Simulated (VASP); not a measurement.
Write the native input for VASP 6.6.1 that does the following.

| Property | Result |
| --- | --- |
| Task | relaxation of cell and atoms |
| Functional | LDA |
| Potentials or basis | VASP PAW LDA potentials, release 64 (Mg, O) |
| Cutoff | 600 eV |
| k mesh | 10 × 10 × 10 |
| Occupations | gaussian, width 0.02 eV |
| Spin | no spin polarisation |
| Target pressure | 0.61 GPa |
| Dipole correction | no |
| Further INCAR settings | ALGO = Normal; EDIFF = 1e-07; IBRION = 2; EDIFFG = -0.002; NSW = 100; ISIF = 3 |

The structure of MgO (lda) lies in POSCAR:

```
MgO
1.0
    0.0000000000      2.1085000000      2.1085000000
    2.1085000000      0.0000000000      2.1085000000
    2.1085000000      2.1085000000      0.0000000000
Mg O
1 1
Direct
    0.0000000000      0.0000000000      0.0000000000
    0.5000000000      0.5000000000      0.5000000000
```

The input as run:

INCAR

```
SYSTEM = MgO
ALGO = Normal
EDIFF = 1E-7
EDIFFG = -0.002
ENCUT = 600
GGA_COMPAT = .False.
IBRION = 2
ISIF = 3
ISMEAR = 0
LASPH = .True.
LCHARG = .False.
LREAL = .False.
LWAVE = .False.
NELM = 120
NELMIN = 4
NSW = 100
PREC = Accurate
PSTRESS = 6.1
SIGMA = 0.02
```

KPOINTS

```
k-points
0
Gamma
  10 10 10
  0 0 0
```

Potentials or basis: VASP PAW LDA potentials, release 64 (Mg, O).

The run is started by

```sh
$ cat potpaw_LDA.64/Mg/POTCAR potpaw_LDA.64/O/POTCAR > POTCAR
$ mpirun -np 1 vasp_std > vasp.out
```

It gave:

| Item | Value |
| --- | --- |
| Relaxed volume | 8.86 Å³/atom |
| Relaxed cell | a = 2.926 Å, b = 2.926 Å, c = 2.926 Å, α = 60.00°, β = 60.00°, γ = 60.00° |
| Space group after relaxing (to 0.05 Å) | Fm-3m (No. 225) |
| Energy change on relaxing (the enthalpy is what falls) | -13.3 meV/atom |
| Ionic steps | 3 |
| Pressure after relaxing | 0.6 GPa |
| Band gap on the k mesh | 5.19 eV, direct |

Caveat: the cell is relaxed towards a set pressure, so the enthalpy falls and the energy may rise.

Run time: 12 s on 1 thread of AMD EPYC 7R13 Processor (Zen 3), with other jobs on the host, peak memory 0.11 GiB.
